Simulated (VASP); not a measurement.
Input of a VASP 6.6.1 run:

Contents of INCAR:

```
PREC = Accurate ; ENCUT = 520
EDIFF = 1E-7 ; ISMEAR = 0
SIGMA = 0.05 ; LREAL = F
LASPH = T ; NELM = 100
ALGO = Normal ; ISIF = 2
LWAVE = F ; LCHARG = F
GGA = PS ; NBANDS = 36
```

KPOINTS

```
Automatic mesh
0
Gamma
  12 12 2
```

The input POSCAR:

```
SiC
1.0
    3.0807515649      0.0000000000      0.0000000000
   -1.5403757825      2.6680091180      0.0000000000
    0.0000000000      0.0000000000     15.0925387168
Si C
6 6
Direct
    0.0000000000      0.0000000000      0.0000000000
    0.3333333333      0.6666666667      0.1666666667
    0.6666666667      0.3333333333      0.3333333333
    0.6666666667      0.3333333333      0.7083333333
    0.3333333333      0.6666666667      0.5416666667
    0.0000000000      0.0000000000      0.8750000000
    0.6666666667      0.3333333333      0.2083333333
    0.3333333333      0.6666666667      0.0416666667
    0.0000000000      0.0000000000      0.3750000000
    1.0000000000      0.0000000000      0.5000000000
    0.3333333333      0.6666666667      0.6666666667
    0.6666666667      0.3333333333      0.8333333333
```

Potentials or basis: VASP PAW PBE potentials, release 64 (Si, C).

Launch:

```sh
$ cat potpaw_PBE.64/Si/POTCAR potpaw_PBE.64/C/POTCAR > POTCAR
$ mpirun -np 1 vasp_std > vasp.out
```

(1) Estimate the largest force.

(2) Predict the pressure.

(3) Predict the band gap on the k mesh.

Results:

(1) 10.753 eV/Å.

(2) 8.9 GPa.

(3) 0.78 eV, indirect (least direct gap 2.17 eV).

Caveat: the PAW data sets were made with another functional, which shifts forces and pressure a little.
